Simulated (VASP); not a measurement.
# Al2O3 (P-6m2) in VASP: further runs

The runs below take Al2O3 through single point, with PBE+D3(BJ).

All numbers are computed with VASP 6.6.1; they aren't measurements. Logs are shortened: lines on timing, memory, paths and dates and some standing lists are left out, and cuts for length are marked.

### 1 The cell of the first run

It takes space group P-6m2 (No. 187, hexagonal). Conventional cell: a = 2.942 Å, b = 2.942 Å, c = 7.486 Å, α = 90.00°, β = 90.00°, γ = 120.00°. Al (site symmetry 3m) has 6 O at 1.90 to 2.22 Å within 2.5 Å. O (site symmetry 3m) has 3 Al at 1.90 Å within 2.5 Å. O (site symmetry -6m2) has 6 Al at 2.22 Å and 6 O at 2.84 Å within 2.9 Å.

### 2 Single point, PBE+D3(BJ)

Input file INCAR:

```
ALGO = Normal ; EDIFF = 1E-7
ENCUT = 520 ; GGA = PE
ISIF = 2 ; ISMEAR = 0
IVDW = 12 ; LASPH = T
LCHARG = F ; LREAL = F
LWAVE = F ; NBANDS = 20
NELM = 80 ; PREC = Accurate
SIGMA = 0.05
```

Input file KPOINTS:

```
k-points
0
Gamma
  9 9 4
```

Input file POSCAR:

```
Al2O3
1.0
    2.9416895826      0.0000000000      0.0000000000
   -1.4708447913      2.5475779086      0.0000000000
    0.0000000000      0.0000000000      7.4858055969
Al O
2 3
Direct
    0.0000000000      0.0000000000      0.1907358529
    0.0000000000      0.0000000000      0.8092641471
    0.3333333333      0.6666666667      0.3046509742
    0.6666666667      0.3333333333      0.0000000000
    0.3333333333      0.6666666667      0.6953490258
```

Potentials or basis: VASP PAW PBE potentials, release 64 (Al, O).

Command:

```bash
cat potpaw_PBE.64/Al/POTCAR potpaw_PBE.64/O/POTCAR > POTCAR
mpirun -np 1 vasp_std > vasp.out
```

OUTCAR:

```text
EDIFF = 1E-7
   ENCUT = 520
   GGA = PE
   ISIF = 2
   ISMEAR = 0
   IVDW = 12
   LASPH = T
   LREAL = F
   NELM = 80
   PREC = Accurate
 IVDW          = 12

 ion  position               nearest neighbor table
   1  0.000  0.000  0.191-   3 1.90   3 1.90   3 1.90   4 2.22   4 2.22   4 2.22   2 2.86
   2  0.000  0.000  0.809-   5 1.90   5 1.90   5 1.90   4 2.22   4 2.22   4 2.22   1 2.86
   3  0.333  0.667  0.305-   1 1.90   1 1.90   1 1.90
   4  0.667  0.333  0.000-   1 2.22   2 2.22   1 2.22   2 2.22   1 2.22   2 2.22
   5  0.333  0.667  0.695-   2 1.90   2 1.90   2 1.90

  LATTYP: Found a hexagonal cell.
 ALAT       =     2.9416895826
 C/A-ratio  =     2.5447299542

  Lattice vectors:

 A1 = (   2.9416895826,   0.0000000000,   0.0000000000)
 A2 = (  -1.4708447913,   2.5475779086,   0.0000000000)
 A3 = (   0.0000000000,   0.0000000000,   7.4858055969)

Analysis of symmetry for initial positions (statically):
=====================================================================
 Subroutine PRICEL returns:
 Original cell was already a primitive cell.

 Routine SETGRP: Setting up the symmetry group for a
 hexagonal supercell.

 Subroutine GETGRP returns: Found 12 space group operations
 (whereof 12 operations were pure point group operations)
 out of a pool of 24 trial point group operations.

The static configuration has the point symmetry D_3h.

Analysis of symmetry for dynamics (positions and initial velocities):
=====================================================================
 Subroutine PRICEL returns:
 Original cell was already a primitive cell.

 Routine SETGRP: Setting up the symmetry group for a
 hexagonal supercell.

 Subroutine GETGRP returns: Found 12 space group operations
 (whereof 12 operations were pure point group operations)
 out of a pool of 24 trial point group operations.

The dynamic configuration has the point symmetry D_3h.

 Subroutine INISYM returns: Found 12 space group operations
 (whereof 12 operations are pure point group operations),
 and found     1 'primitive' translations

----------------------------------------------------------------------------------------

                                     Primitive cell

  volume of cell :      56.1000

  direct lattice vectors                    reciprocal lattice vectors
     2.941689583  0.000000000  0.000000000     0.339940695  0.196264852  0.000000000
    -1.470844791  2.547577909  0.000000000     0.000000000  0.392529703  0.000000000
     0.000000000  0.000000000  7.485805597     0.000000000  0.000000000  0.133586157

  length of vectors
     2.941689583  2.941689583  7.485805597     0.392529703  0.392529703  0.133586157

  position of ions in fractional coordinates (direct lattice)
     0.000000000  0.000000000  0.190735853
     0.000000000  0.000000000  0.809264147
     0.333333333  0.666666667  0.304650974
     0.666666667  0.333333333  0.000000000
     0.333333333  0.666666667  0.695349026

  ion indices of the primitive-cell ions
   primitive index   ion index
                 1           1
                 2           2
                 3           3
                 4           4
                 5           5

----------------------------------------------------------------------------------------

 KPOINTS: k-points

Automatic generation of k-mesh.
 Grid dimensions read from file:
 generate k-points for:    9    9    4

 Generating k-lattice:

  Cartesian coordinates                     Fractional coordinates (reciprocal lattice)
     0.037771188  0.021807206  0.000000000     0.111111111  0.000000000  0.000000000
     0.000000000  0.043614411  0.000000000     0.000000000  0.111111111  0.000000000
     0.000000000  0.000000000  0.033396539     0.000000000  0.000000000  0.250000000

  Length of vectors
     0.043614411  0.043614411  0.033396539

  Shift w.r.t. Gamma in fractional coordinates (k-lattice)
     0.000000000  0.000000000  0.000000000

 Subroutine IBZKPT returns following result:
 ===========================================

 Found     36 irreducible k-points:

 Following reciprocal coordinates:
            Coordinates               Weight
  0.000000  0.000000  0.000000      1.000000
  0.111111  0.000000  0.000000      6.000000
  0.222222  0.000000  0.000000      6.000000
  0.333333 -0.000000  0.000000      6.000000
  0.444444  0.000000  0.000000      6.000000
  0.111111  0.111111  0.000000      6.000000
[... 16 lines left out ...]
  0.333333  0.222222  0.250000     24.000000
  0.333333  0.333333  0.250000      4.000000
 [... further k-points ...]
   k-points           NKPTS =     36   k-points in BZ     NKDIM =     36   number of bands    NBANDS=     20
   number of dos      NEDOS =    301   number of ions     NIONS =      5
   total plane-waves  NPLWV =  32256
   dimension x,y,z NGX =    24 NGY =   24 NGZ =   56
   dimension x,y,z NGXF=    48 NGYF=   48 NGZF=  112
   ions per type =               2   3
   NGX,Y,Z   is equivalent  to a cutoff of  13.56, 13.56, 12.44 a.u.
   NGXF,Y,Z  is equivalent  to a cutoff of  27.13, 27.13, 24.87 a.u.
 SYSTEM =  unknown system
   PREC   = accura    normal or accurate (medium, high low for compatibility)
   ISTART =      0    job   : 0-new  1-cont  2-samecut
   ICHARG =      2    charge: 1-file 2-atom 10-const
   ISPIN  =      1    spin polarized calculation?
   LNONCOLLINEAR =      F non collinear calculations
   LSORBIT =      F    spin-orbit coupling
   LASPH  =      T    aspherical Exc in radial PAW
   ENCUT  =  520.0 eV  38.22 Ry    6.18 a.u.   5.47  5.47 13.92*2*pi/ulx,y,z
   NELM   =     80;   NELMIN=  2; NELMDL= -5     # of ELM steps
   EDIFF  = 0.1E-06   stopping-criterion for ELM
   LREAL  =      F    real-space projection
   EDIFFG = 0.1E-05   stopping-criterion for IOM
   NSW    =      0    number of steps for IOM
   IBRION =     -1    ionic relax: 0-MD 1-quasi-New 2-CG
   NFREE  =      0    steps in history (QN), initial steepest desc. (CG)
   ISIF   =      2    stress and relaxation
   ISYM   =      2    0-nonsym 1-usesym 2-fastsym
   POTIM  = 0.5000    time-step for ionic-motion
   TEBEG  =    0.0;   TEEND  =   0.0 temperature during run
   PSTRESS=    0.0 pullay stress
   NELECT =      24.0000    total number of electrons
   NUPDOWN=      -1.0000    fix difference up-down
   EMIN   =  10.00;   EMAX   =-10.00  energy-range for DOS
   EFERMI =   0.00;   METHOD = LEGACY
   ISMEAR =     0;   SIGMA  =   0.05  broadening in eV -4-tet -1-fermi 0-gaus
   EFERMI_NEDOS =   21; number of points for ismear=-14 and -15
   IALGO  =     38    algorithm
   IMIX   =      4    mixing-type and parameters
     AMIX     =   0.40;   BMIX     =  1.00
     AMIX_MAG =   1.60;   BMIX_MAG =  1.00
  volume/ion in A,a.u.               =      11.22        75.72
  Fermi-wavevector in a.u.,A,eV,Ry     =   1.233552  2.331076 20.703328  1.521652
  Thomas-Fermi vector in A             =   2.368278
   LORBIT       =      0    0 simple, 1 ext, 2 COOP (PROOUT), +10 PAW based schemes
   GGA     = PE    functional components
   LHFCALC =     F    Hartree Fock is set to
   AEXX    =    0.0000 exact exchange contribution
   IVDW    =    12    specifies the selected vdW correction
   LEPSILON=     F    determine dielectric tensor
   LRPA    =     F    only Hartree local field effects (RPA)
 non-spin polarized calculation
 Gauss-broadening in eV      SIGMA  =   0.05
  energy-cutoff  :      520.00
  volume of cell :       56.10
 maximum number of plane-waves:      1552
 NGX is ok and might be reduce to    24
   NGX = 11   NGY = 11   NGZ = 27

 number of electron      23.9999990 magnetization

 Free energy of the ion-electron system (eV)
  ---------------------------------------------------
  ext. energy  EPLUGINS =         0.00000000
  ---------------------------------------------------
  free energy    TOTEN  =       -35.63976452 eV

  energy without entropy =      -35.63976452  energy(sigma->0) =      -35.63976452

 E-fermi :   3.3845     XC(G=0): -10.1146

 val. band max:        3.1732828441   @ k =   0.3333   0.3333   0.5000
 cond. band min:       6.3463421457   @ k =   0.0000   0.0000   0.0000
 fundamental gap:      3.1730593017
 Fermi energy:         3.3844788111

 k-point     1 :       0.0000    0.0000    0.0000
  band No.  band energies     occupation
      1     -15.5117      2.00000
      2     -13.8628      2.00000
      3     -13.4669      2.00000
      4      -2.3273      2.00000
      5       0.5648      2.00000
      6       1.4673      2.00000
[... 12 lines left out ...]
     19      16.7112      0.00000
     20      17.4204      0.00000

 k-point     2 :       0.1111    0.0000    0.0000
  band No.  band energies     occupation
      1     -15.3860      2.00000
      2     -13.7629      2.00000
      3     -13.4032      2.00000
      4      -2.2344      2.00000
      5       0.1571      2.00000
      6       1.3355      2.00000
[... 12 lines left out ...]
     19      16.6200      0.00000
     20      16.9457      0.00000

 k-point     3 :       0.2222    0.0000    0.0000
  band No.  band energies     occupation
      1     -15.0431      2.00000
      2     -13.4973      2.00000
      3     -13.2426      2.00000
      4      -2.0376      2.00000
      5      -1.0098      2.00000
      6       0.6717      2.00000
[... 12 lines left out ...]
     19      16.0764      0.00000
     20      17.1553      0.00000

 k-point     4 :       0.3333   -0.0000    0.0000
  band No.  band energies     occupation
      1     -14.5958      2.00000
      2     -13.1696      2.00000
      3     -13.0683      2.00000
      4      -2.2316      2.00000
      5      -1.9954      2.00000
      6      -0.3409      2.00000
[... 429 lines left out ...]
 k-point    23 :       0.3333    0.2222    0.2500
  band No.  band energies     occupation
      1     -14.1213      2.00000
      2     -12.9138      2.00000
      3     -12.8360      2.00000
      4      -2.6286      2.00000
      5      -1.8403      2.00000
      6      -0.9916      2.00000
[... 12 lines left out ...]
     19      15.4632      0.00000
     20      16.6407      0.00000

 k-point    24 :       0.3333    0.3333    0.2500
  band No.  band energies     occupation
      1     -14.0319      2.00000
      2     -12.8664      2.00000
      3     -12.7887      2.00000
      4      -2.4925      2.00000
      5      -1.6112      2.00000
      6      -1.3866      2.00000
[... 12 lines left out ...]
     19      15.5415      0.00000
     20      17.0434      0.00000

 [... further k-points ...]

------------------------ aborting loop because EDIFF is reached ----------------------------------------

 Edisp (eV)   -0.89514

 E8    (eV) :    -0.3381

  FORCE on cell =-STRESS in cart. coord.  units (eV):
  Direction    XX          YY          ZZ          XY          YZ          ZX
  --------------------------------------------------------------------------------------
  -------------------------------------------------------------------------------------
  Total      -6.76987    -6.76987    -6.96191     0.00000     0.00000     0.00000
  in kB    -193.34272  -193.34272  -198.82727     0.00000     0.00000     0.00000
  external pressure =     -195.17 kB  Pullay stress =        0.00 kB

 VOLUME and BASIS-vectors are now :
 -----------------------------------------------------------------------------
  energy-cutoff  :      520.00
  volume of cell :       56.10
      direct lattice vectors                 reciprocal lattice vectors
     2.941689583  0.000000000  0.000000000     0.339940695  0.196264852  0.000000000
    -1.470844791  2.547577909  0.000000000     0.000000000  0.392529703  0.000000000
     0.000000000  0.000000000  7.485805597     0.000000000  0.000000000  0.133586157

 POSITION                                       TOTAL-FORCE (eV/Angst)
 -----------------------------------------------------------------------------------
      0.00000      0.00000      1.42781        -0.000000      0.000000      2.395835
      0.00000      0.00000      6.05799         0.000000      0.000000     -2.395835
     -0.00000      1.69839      2.28056        -0.000000      0.000000     -3.131800
      1.47084      0.84919      0.00000         0.000000     -0.000000     -0.000000
     -0.00000      1.69839      5.20525        -0.000000      0.000000      3.131800
 -----------------------------------------------------------------------------------
    total drift:                               -0.000000      0.000000      0.000000

  FREE ENERGIE OF THE ION-ELECTRON SYSTEM (eV)
  ---------------------------------------------------
  free  energy   TOTEN  =       -36.5349030598 eV

  energy  without entropy=      -36.5349030598  energy(sigma->0) =      -36.53490306
```

Run time: 45 s. Hardware: 1 thread of Intel Xeon Platinum 8375C at 2.90GHz (Ice Lake), shared host; peak memory 0.2 GiB.

What came out:

- Free energy: -36.5349 eV
- Pressure: -19.5 GPa
- Largest force: 3.132 eV/Å
- Band gap on the k mesh: 3.17 eV, indirect (least direct gap 3.21 eV)
- Dispersion energy per atom: -0.179 eV

Forces on the atoms (eV/Å):
```
Al   0.000  0.000  2.396
Al   0.000  0.000 -2.396
O    0.000  0.000 -3.132
O    0.000  0.000  0.000
O    0.000  0.000  3.132
```

Levels at points of the mesh, in eV from the valence-band top:
| k point | band 8 | band 9 | band 10 | band 11 | band 12 | band 13 | band 14 | band 15 | band 16 | band 17 |
| --- | --- | --- | --- | --- | --- | --- | --- | --- | --- | --- |
| (0.00, 0.00, 0.00) | -0.63 | -0.63 | -0.60 | -0.60 | -0.04 | 3.17 | 6.89 | 7.17 | 11.69 | 12.24 |
| (0.00, 0.00, 0.50) | -0.91 | -0.68 | -0.68 | -0.55 | -0.55 | 3.66 | 6.39 | 7.41 | 11.19 | 13.56 |

Caveat: forces of over 1 eV/Å act on the atoms, so gaps and moduli don't describe the material at rest. A k mesh can miss the band edges.

[end of part 1 of 2]
